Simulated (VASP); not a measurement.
Wanted: the native input for a VASP 6.6.1 run.

```yaml
Task: single point
Functional: PBE
Potentials_or_basis: VASP PAW PBE potentials, release 64 (In_d)
Cutoff: 520 eV
k_mesh: 11 × 11 × 14
Occupations: methfessel-paxton, width 0.1 eV
Spin: no spin polarisation
Dipole_correction: no
Further_INCAR_settings: ALGO = Normal; EDIFF = 1e-07; NBANDS = 12
```

The structure of In lies in POSCAR:

```
In
1.0
   -1.6482197047      1.6973406184      2.5249789927
    1.6973406184     -1.6482197047      2.5249789927
    1.6043570008      1.6043570008     -2.4927016059
In
1
Direct
    0.0000000000      0.0000000000      0.0000000000
```

These files were run (other wordings do the same):

INCAR

```
PREC = Accurate ; ENCUT = 520
EDIFF = 1E-7 ; ISMEAR = 1
SIGMA = 0.1 ; LREAL = F
LASPH = T ; NELM = 80
ALGO = Normal ; ISIF = 2
LWAVE = F ; LCHARG = F
GGA = PE ; NBANDS = 12
```

KPOINTS

```
regular mesh
0
Gamma
  11 11 14
```

Potentials or basis: VASP PAW PBE potentials, release 64 (In_d).

Command:

```sh
$ cat potpaw_PBE.64/In_d/POTCAR > POTCAR
$ mpirun -np 1 vasp_std > vasp.out
```

It gave:

| Quantity | Value |
| --- | --- |
| Pressure | 0.0 GPa |
| Band gap on the k mesh | zero (an odd number of electrons rules out a gap without spin polarisation) |

Caveat: spin-orbit coupling is left out, which moves the levels of the heavy elements.

Wall time 57 s on 1 thread of Intel(R) Xeon(R) 6975P-C (Granite Rapids), with other jobs on the host, peak memory 0.27 GiB.
